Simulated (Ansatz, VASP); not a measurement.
**One calculation of TiC, two programs**

```
Ti C
1.0
     0.00000    2.16400    2.16400
     2.16400    0.00000    2.16400
     2.16400    2.16400    0.00000
Ti C
1 1
Direct
  0.96534 0.96534 0.03466
  0.50000 0.50000 0.50000
```

Change from the starting cell: all Ti atoms moved +0.150 Å, as atom 1 towards its neighbour atom 2 (C) at 2.164 Å.

Alike in both runs: task single point; functional LDA; k mesh 18 × 18 × 18; occupations gaussian, width 0.15 eV; no spin polarisation.

|  | VASP | Ansatz |
| --- | --- | --- |
| version | VASP 6.6.1 | Ansatz 0.2.0 |
| potentials or method | VASP PAW LDA potentials, release 64 (Ti_sv, C), cutoff 520 eV | scalar-relativistic, plane waves, PAW |
| valence electrons in the cell | 16 | 16 |

```csv
,VASP,Ansatz,Ansatz less VASP
gap on the k mesh at the Fermi level (eV),none,none,-
pressure (GPa),-8.6,-9.3,-0.72
"traceless stress, the component that is largest in VASP (GPa)",4.38,4.30,-0.082
rms of the force components (eV/Å),0.778,0.767,-0.0111
```

LDA's correlation is that of Perdew and Zunger in VASP and of Perdew and Wang (1992) in Ansatz. Atom by atom the forces differ by 0.011 eV/Å (rms over components). A gap of «none» marks a metal or a gap that the smearing closes.
